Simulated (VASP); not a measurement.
# NiO2 (P-3m1) in VASP: notebook

The runs below take NiO2 through single point, with PBEsol.

Everything below comes from runs of VASP 6.6.1. Logs are shortened: lines on timing, memory, paths and dates and some standing lists are left out, and cuts for length are marked.

### Step 1. The cell of the first run

Symmetry: P-3m1, No. 164, trigonal system. The conventional cell has a = 2.842 Å, b = 2.842 Å, c = 4.772 Å, α = 90.00°, β = 90.00°, γ = 120.00°. Within 2.4 Å of Ni (site symmetry -3m) lie 6 O at 1.84 Å. Within 2.4 Å of O (site symmetry 3m) lie 3 Ni at 1.84 Å and 3 O at 2.34 Å.

### Step 2. Single point, PBEsol (c/a of the conventional cell at fixed volume 1.6790)

Input file INCAR:

```
PREC = Accurate ; ENCUT = 520
EDIFF = 1E-6 ; ISMEAR = 0
SIGMA = 0.05 ; LREAL = False
LASPH = True ; NELM = 80
ALGO = Normal ; ISIF = 2
LWAVE = False ; LCHARG = False
GGA = PS ; NBANDS = 18
```

Input file KPOINTS:

```
Automatic mesh
0
Gamma
  12 12 6
```

Input file POSCAR:

```
NiO2
1.0
    2.8419904474      0.0000000000      0.0000000000
   -1.4209952237      2.4612359247      0.0000000000
    0.0000000000      0.0000000000      4.7717019612
Ni O
1 2
Direct
    0.0000000000      0.0000000000      0.5000000000
    0.6666666667      0.3333333333      0.6750910825
    0.3333333333      0.6666666667      0.3249089175
```

Potentials or basis: VASP PAW PBE potentials, release 64 (Ni, O).

Launch:

```
$ cat potpaw_PBE.64/Ni/POTCAR potpaw_PBE.64/O/POTCAR > POTCAR
$ mpirun -np 1 vasp_std > vasp.out
```

OUTCAR:

```text
PREC = Accurate
   ENCUT = 520
   EDIFF = 1E-6
   ISMEAR = 0
   LREAL = False
   LASPH = True
   NELM = 80
   ISIF = 2
   GGA = PS

 ion  position               nearest neighbor table
   1  0.000  0.000  0.500-   2 1.84   3 1.84   3 1.84   2 1.84   2 1.84   3 1.84
   2  0.667  0.333  0.675-   1 1.84   1 1.84   1 1.84
   3  0.333  0.667  0.325-   1 1.84   1 1.84   1 1.84

  LATTYP: Found a hexagonal cell.
 ALAT       =     2.8419904474
 C/A-ratio  =     1.6790000000

  Lattice vectors:

 A1 = (   2.8419904474,   0.0000000000,   0.0000000000)
 A2 = (  -1.4209952237,   2.4612359247,   0.0000000000)
 A3 = (   0.0000000000,   0.0000000000,   4.7717019612)

Analysis of symmetry for initial positions (statically):
=====================================================================
 Subroutine PRICEL returns:
 Original cell was already a primitive cell.

 Routine SETGRP: Setting up the symmetry group for a
 hexagonal supercell.

 Subroutine GETGRP returns: Found 12 space group operations
 (whereof 12 operations were pure point group operations)
 out of a pool of 24 trial point group operations.

The static configuration has the point symmetry D_3d.

Analysis of symmetry for dynamics (positions and initial velocities):
=====================================================================
 Subroutine PRICEL returns:
 Original cell was already a primitive cell.

 Routine SETGRP: Setting up the symmetry group for a
 hexagonal supercell.

 Subroutine GETGRP returns: Found 12 space group operations
 (whereof 12 operations were pure point group operations)
 out of a pool of 24 trial point group operations.

The dynamic configuration has the point symmetry D_3d.

 Subroutine INISYM returns: Found 12 space group operations
 (whereof 12 operations are pure point group operations),
 and found     1 'primitive' translations

----------------------------------------------------------------------------------------

                                     Primitive cell

  volume of cell :      33.3771

  direct lattice vectors                    reciprocal lattice vectors
     2.841990447  0.000000000  0.000000000     0.351866067  0.203149968  0.000000000
    -1.420995224  2.461235925  0.000000000     0.000000000  0.406299937  0.000000000
     0.000000000  0.000000000  4.771701961     0.000000000  0.000000000  0.209568831

  length of vectors
     2.841990447  2.841990447  4.771701961     0.406299937  0.406299937  0.209568831

  position of ions in fractional coordinates (direct lattice)
[... 81 lines left out ...]
   EDIFF  = 0.1E-05   stopping-criterion for ELM
   LREAL  =      F    real-space projection
   EDIFFG = 0.1E-04   stopping-criterion for IOM
   NSW    =      0    number of steps for IOM
   IBRION =     -1    ionic relax: 0-MD 1-quasi-New 2-CG
   NFREE  =      0    steps in history (QN), initial steepest desc. (CG)
   ISIF   =      2    stress and relaxation
   ISYM   =      2    0-nonsym 1-usesym 2-fastsym
   POTIM  = 0.5000    time-step for ionic-motion
   TEBEG  =    0.0;   TEEND  =   0.0 temperature during run
   PSTRESS=    0.0 pullay stress
   NELECT =      22.0000    total number of electrons
   NUPDOWN=      -1.0000    fix difference up-down
   EMIN   =  10.00;   EMAX   =-10.00  energy-range for DOS
   EFERMI =   0.00;   METHOD = LEGACY
   ISMEAR =     0;   SIGMA  =   0.05  broadening in eV -4-tet -1-fermi 0-gaus
   EFERMI_NEDOS =   21; number of points for ismear=-14 and -15
   IALGO  =     38    algorithm
   IMIX   =      4    mixing-type and parameters
     AMIX     =   0.40;   BMIX     =  1.00
     AMIX_MAG =   1.60;   BMIX_MAG =  1.00
  volume/ion in A,a.u.               =      11.13        75.08
  Fermi-wavevector in a.u.,A,eV,Ry     =   1.424730  2.692350 27.617874  2.029856
  Thomas-Fermi vector in A             =   2.545190
   LORBIT       =      0    0 simple, 1 ext, 2 COOP (PROOUT), +10 PAW based schemes
   GGA     = PS    functional components
   LHFCALC =     F    Hartree Fock is set to
   AEXX    =    0.0000 exact exchange contribution
   IVDW    =     0    specifies the selected vdW correction
   LEPSILON=     F    determine dielectric tensor
   LRPA    =     F    only Hartree local field effects (RPA)
 non-spin polarized calculation
 Gauss-broadening in eV      SIGMA  =   0.05
  energy-cutoff  :      520.00
  volume of cell :       33.38
 maximum number of plane-waves:       909
 NGX is ok and might be reduce to    24
   NGX = 11   NGY = 11   NGZ = 17

 number of electron      22.0000007 magnetization

 Free energy of the ion-electron system (eV)
  ---------------------------------------------------
  ext. energy  EPLUGINS =         0.00000000
  ---------------------------------------------------
  free energy    TOTEN  =       -18.63112168 eV

  energy without entropy =      -18.63112168  energy(sigma->0) =      -18.63112168

 E-fermi :   2.5062     XC(G=0): -10.4231

 val. band max:        2.2094535607   @ k =   0.0833   0.0000   0.5000
 cond. band min:       3.1012376426   @ k =   0.3333   0.0000   0.3333
 fundamental gap:      0.8917840819
 Fermi energy:         2.5062175159

 k-point     1 :       0.0000    0.0000    0.0000
  band No.  band energies     occupation
      1     -17.9390      2.00000
      2     -14.8033      2.00000
      3      -4.1358      2.00000
      4      -4.1358      2.00000
      5      -3.4638      2.00000
      6      -0.1118      2.00000
[... 481 lines left out ...]
      5      -3.0372      2.00000
      6      -1.2473      2.00000
[... 10 lines left out ...]
     17      19.3042      0.00000
     18      21.8979      0.00000

 [... further k-points ...]

------------------------ aborting loop because EDIFF is reached ----------------------------------------

  FORCE on cell =-STRESS in cart. coord.  units (eV):
  Direction    XX          YY          ZZ          XY          YZ          ZX
  --------------------------------------------------------------------------------------
  -------------------------------------------------------------------------------------
  Total        0.5161916      0.5161916      2.2644516     -0.0000000     -0.0000000      0.0000000
  in kB       24.7783486     24.7783486    108.6987277     -0.0000000     -0.0000000      0.0000000
  external PRESSURE =      52.7518083 kB  Pullay stress =       0.0000000 kB

 VOLUME and BASIS-vectors are now :
 -----------------------------------------------------------------------------
  energy-cutoff  :      520.00
  volume of cell :       33.38
      direct lattice vectors                 reciprocal lattice vectors
     2.841990447  0.000000000  0.000000000     0.351866067  0.203149968  0.000000000
    -1.420995224  2.461235925  0.000000000     0.000000000  0.406299937  0.000000000
     0.000000000  0.000000000  4.771701961     0.000000000  0.000000000  0.209568831

 POSITION                                       TOTAL-FORCE (eV/Angst)
 -----------------------------------------------------------------------------------
      0.00000      0.00000      2.38585        -0.000000      0.000000      0.000000
      1.42100      0.82041      3.22133         0.000000      0.000000      1.406709
     -0.00000      1.64082      1.55037        -0.000000     -0.000000     -1.406709
 -----------------------------------------------------------------------------------
    total drift:                                0.000000     -0.000000     -0.000000

  FREE ENERGIE OF THE ION-ELECTRON SYSTEM (eV)
  ---------------------------------------------------
  free  energy   TOTEN  =       -18.6311216751 eV

  energy  without entropy=      -18.6311216751  energy(sigma->0) =      -18.63112168
```

OSZICAR:

```text
N       E                     dE             d eps       ncg     rms          rms(c)
DAV:   1     0.166788776346E+03    0.16679E+03   -0.11797E+04  3632   0.145E+03
DAV:   2    -0.113919440947E+02   -0.17818E+03   -0.16511E+03  3918   0.322E+02
DAV:   3    -0.262396694327E+02   -0.14848E+02   -0.14665E+02  4160   0.107E+02
DAV:   4    -0.264356139004E+02   -0.19594E+00   -0.19574E+00  4266   0.125E+01
DAV:   5    -0.264383383091E+02   -0.27244E-02   -0.27240E-02  4132   0.147E+00    0.288E+01
DAV:   6    -0.321424221759E+02   -0.57041E+01   -0.54815E+01  4494   0.172E+02    0.476E+01
DAV:   7    -0.187192172068E+02    0.13423E+02   -0.20240E+01  4312   0.112E+02    0.581E+00
DAV:   8    -0.186556208468E+02    0.63596E-01   -0.24201E+00  5172   0.238E+01    0.334E+00
DAV:   9    -0.186498854683E+02    0.57354E-02   -0.25747E-01  5094   0.135E+01    0.118E+00
DAV:  10    -0.186318795904E+02    0.18006E-01   -0.60149E-02  3992   0.688E+00    0.417E-01
DAV:  11    -0.186312534797E+02    0.62611E-03   -0.57859E-03  4648   0.676E-01    0.153E-01
DAV:  12    -0.186311370390E+02    0.11644E-03   -0.36269E-04  4604   0.322E-01    0.687E-02
DAV:  13    -0.186311209408E+02    0.16098E-04   -0.11543E-04  3832   0.221E-01    0.146E-02
DAV:  14    -0.186311215500E+02   -0.60921E-06   -0.22223E-05  5512   0.939E-02    0.104E-02
DAV:  15    -0.186311216751E+02   -0.12505E-06   -0.57373E-06  3772   0.610E-02
   1 F= -.18631122E+02 E0= -.18631122E+02  d E =-.986095E-19
```

It took 29 s on 1 thread of Intel Xeon Platinum 8488C (Sapphire Rapids), shared host; peak memory 0.19 GiB.

What came out:

| Quantity | Value |
| --- | --- |
| Free energy | -18.6311 eV |
| Pressure | 5.3 GPa |
| Largest force | 1.407 eV/Å |
| Band gap on the k mesh | 0.89 eV, indirect (least direct gap 1.31 eV) |

Forces in eV/Å, atoms in the order of the input:
```
Ni   0.000  0.000  0.000
O    0.000  0.000  1.407
O    0.000  0.000 -1.407
```

Stress tensor (GPa, compression positive):
```
 2.48  0.00  0.00
 0.00  2.48  0.00
 0.00  0.00 10.87
```

Caveat: the PAW data sets were made with another functional, which shifts forces and pressure a little. Spin polarisation is off, so any magnetic state and its effect on volume and gap are missing.

### Step 3. Single point, PBEsol (c/a of the conventional cell at fixed volume 1.7504)

Input file INCAR:

```
PREC = Accurate
ENCUT = 520
EDIFF = 1E-6
ISMEAR = 0
SIGMA = 0.05
LREAL = F
LASPH = T
NELM = 80
ALGO = Normal
ISIF = 2
LWAVE = F
LCHARG = F
GGA = PS
NBANDS = 18
```

Input file KPOINTS:

```
regular mesh
0
Gamma
  12 12 6
```

Input file POSCAR:

```
NiO2
1.0
    2.8028105550      0.0000000000      0.0000000000
   -1.4014052775      2.4273051426      0.0000000000
    0.0000000000      0.0000000000      4.9060395955
Ni O
1 2
Direct
    0.0000000000      0.0000000000      0.5000000000
    0.6666666667      0.3333333333      0.7253664501
    0.3333333333      0.6666666667      0.2746335499
```

Potentials or basis: VASP PAW PBE potentials, release 64 (Ni, O).

Launch:

```
$ cat potpaw_PBE.64/Ni/POTCAR potpaw_PBE.64/O/POTCAR > POTCAR
$ mpirun -np 1 vasp_std > vasp.out
```

OUTCAR:

```text
PREC = Accurate
   ENCUT = 520
   EDIFF = 1E-6
   ISMEAR = 0
   LREAL = F
   LASPH = T
   NELM = 80
   ISIF = 2
   GGA = PS

 ion  position               nearest neighbor table
   1  0.000  0.000  0.500-   2 1.96   3 1.96   3 1.96   2 1.96   2 1.96   3 1.96
   2  0.667  0.333  0.725-   1 1.96   1 1.96   1 1.96
   3  0.333  0.667  0.275-   1 1.96   1 1.96   1 1.96

  LATTYP: Found a hexagonal cell.
 ALAT       =     2.8028105550
[... 699 lines left out ...]

  FORCE on cell =-STRESS in cart. coord.  units (eV):
  Direction    XX          YY          ZZ          XY          YZ          ZX
  --------------------------------------------------------------------------------------
  -------------------------------------------------------------------------------------
  Total       -3.4411267     -3.4411267     -6.0754590      0.0000000      0.0000000      0.0000000
  in kB     -165.1817557   -165.1817557   -291.6355800      0.0000000      0.0000000      0.0000000
  external PRESSURE =    -207.3330305 kB  Pullay stress =       0.0000000 kB

 VOLUME and BASIS-vectors are now :
 -----------------------------------------------------------------------------
  energy-cutoff  :      520.00
  volume of cell :       33.38
      direct lattice vectors                 reciprocal lattice vectors
     2.802810555  0.000000000  0.000000000     0.356784727  0.205989758  0.000000000
    -1.401405278  2.427305143  0.000000000     0.000000000  0.411979517  0.000000000
     0.000000000  0.000000000  4.906039596     0.000000000  0.000000000  0.203830397

 POSITION                                       TOTAL-FORCE (eV/Angst)
 -----------------------------------------------------------------------------------
      0.00000      0.00000      2.45302        -0.000000      0.000000      0.000000
      1.40141      0.80910      3.55868         0.000000     -0.000000     -2.723030
     -0.00000      1.61820      1.34736        -0.000000      0.000000      2.723030
 -----------------------------------------------------------------------------------
    total drift:                                0.000000     -0.000000      0.000000

  FREE ENERGIE OF THE ION-ELECTRON SYSTEM (eV)
  ---------------------------------------------------
  free  energy   TOTEN  =       -18.2381229135 eV

  energy  without entropy=      -18.2381229135  energy(sigma->0) =      -18.23812291
```

stdout:

```text
POSCAR found type information on POSCAR NiO
 POSCAR found :  2 types and       3 ions
 scaLAPACK will be used
 -----------------------------------------------------------------------------
|                                                                             |
|                                                                             |
|     You enforced a specific xc type in the INCAR file but a different       |
|     I HOPE YOU KNOW WHAT YOU ARE DOING!                                     |
|                                                                             |
 -----------------------------------------------------------------------------

 LDA part: xc-table for (Slater+PW92), standard interpolation
 POSCAR, INCAR and KPOINTS ok, starting setup
 FFT: planning ... GRIDC
 FFT: planning ... GRID_SOFT
 FFT: planning ... GRID
 WAVECAR not read
 entering main loop
```

Wall time 33 s (1 thread of Intel Xeon Platinum 8488C (Sapphire Rapids), shared host); peak memory 0.18 GiB.

What came out:

* Free energy: -18.2381 eV
* Pressure: -20.7 GPa
* Largest force: 2.723 eV/Å
* Band gap on the k mesh: 0.79 eV, indirect (least direct gap 0.86 eV)

Forces in eV/Å, atoms in the order of the input:
```
Ni   0.000  0.000  0.000
O    0.000  0.000 -2.723
O    0.000  0.000  2.723
```

Stress tensor (GPa, compression positive):
```
-16.52   0.00   0.00
  0.00 -16.52   0.00
  0.00   0.00 -29.16
```

Levels at points of the mesh, in eV from the valence-band top:
```
           k point  band 9  band 10  band 11  band 12  band 13  band 14
(0.00, 0.00, 0.00)   -0.59    -0.51    -0.51     1.85     1.85     6.95
(0.50, 0.00, 0.00)   -1.54    -1.22    -0.65     1.53     1.81    11.33
(0.00, 0.00, 0.50)   -0.56    -0.56    -0.35     1.89     1.89     8.40
(0.50, 0.00, 0.50)   -1.48    -1.22    -0.69     1.54     1.73    10.99
```

Caveat: the PAW data sets were made with another functional, which shifts forces and pressure a little.

### Step 4. Single point, PBEsol (c/a of the conventional cell at fixed volume 1.8219)

Input file INCAR:

```
SYSTEM = NiO2
ALGO = Normal
EDIFF = 1E-6
ENCUT = 520
GGA = PS
ISIF = 2
ISMEAR = 0
LASPH = .TRUE.
LCHARG = .FALSE.
LREAL = .FALSE.
LWAVE = .FALSE.
NBANDS = 18
NELM = 100
PREC = Accurate
SIGMA = 0.05
```

Input file KPOINTS:

```
k-points
0
G
  12 12 6
  0 0 0
```

Input file POSCAR:

```
NiO2
1.0
    2.7656549825      0.0000000000      0.0000000000
   -1.3828274913      2.3951274729      0.0000000000
    0.0000000000      0.0000000000      5.0387468126
Ni O
1 2
Direct
    0.0000000000      0.0000000000      0.5000000000
    0.6666666667      0.3333333333      0.6499533987
    0.3333333333      0.6666666667      0.3500466013
```

Launch:

```
$ cat potpaw_PBE.64/Ni/POTCAR potpaw_PBE.64/O/POTCAR > POTCAR
$ mpirun -np 1 vasp_std > vasp.out
```

Wall time 31 s (1 thread of Intel Xeon Platinum 8488C (Sapphire Rapids), shared host); peak memory 0.19 GiB.

The run converged. Its results:

| Property | Result |
| --- | --- |
| Free energy | -17.9773 eV |
| Pressure | 34.4 GPa |
| Largest force | 4.284 eV/Å |
| Band gap on the k mesh | 1.00 eV, indirect (least direct gap 1.53 eV) |

Forces on the atoms (eV/Å):
```
Ni   0.000  0.000  0.000
O    0.000  0.000  4.284
O    0.000  0.000 -4.284
```

Stress tensor (GPa, compression positive):
```
36.19  0.00  0.00
 0.00 36.19  0.00
 0.00  0.00 30.78
```

Levels at points of the mesh, in eV from the valence-band top:
| k point | band 8 | band 9 | band 10 | band 11 | band 12 | band 13 | band 14 | band 15 |
| --- | --- | --- | --- | --- | --- | --- | --- | --- |
| (0.00, 0.00, 0.00) | -1.88 | -1.77 | -1.77 | -0.13 | 2.60 | 2.60 | 7.02 | 11.27 |
| (0.50, 0.00, 0.00) | -2.58 | -2.37 | -1.99 | -1.20 | 1.44 | 2.57 | 12.26 | 12.37 |
| (0.00, 0.00, 0.50) | -2.36 | -1.77 | -1.77 | 0.00 | 2.60 | 2.60 | 8.20 | 10.44 |
| (0.50, 0.00, 0.50) | -2.58 | -2.37 | -1.82 | -1.23 | 1.43 | 2.56 | 11.31 | 12.61 |

Caveat: the PAW data sets were made with another functional, which shifts forces and pressure a little. A k mesh can miss the band edges.

### Step 5. Overview

| cell | gap on the mesh (eV) | pressure (GPa) | largest force (eV/Å) |
| --- | --- | --- | --- |
| a = 2.842, b = 2.842, c = 4.772 Å, angles 90.0, 90.0, 120.0°, 3 atoms | 0.89 | 5.3 | 1.41 |
| a = 2.803, b = 2.803, c = 4.906 Å, angles 90.0, 90.0, 120.0°, 3 atoms | 0.79 | -20.7 | 2.72 |
| a = 2.766, b = 2.766, c = 5.039 Å, angles 90.0, 90.0, 120.0°, 3 atoms | 1.00 | 34.4 | 4.28 |

Alike in all rows: task single point; level PBEsol; potentials or basis VASP PAW PBE potentials, release 64 (Ni, O); no spin polarisation; k mesh 12 × 12 × 6; cutoff (eV) 520; smearing gaussian 0.05 eV.

Caveats: the PAW data sets were made with another functional, which shifts forces and pressure a little.

Total energies depend on the potentials used, so only differences within one code and one set of settings carry meaning.
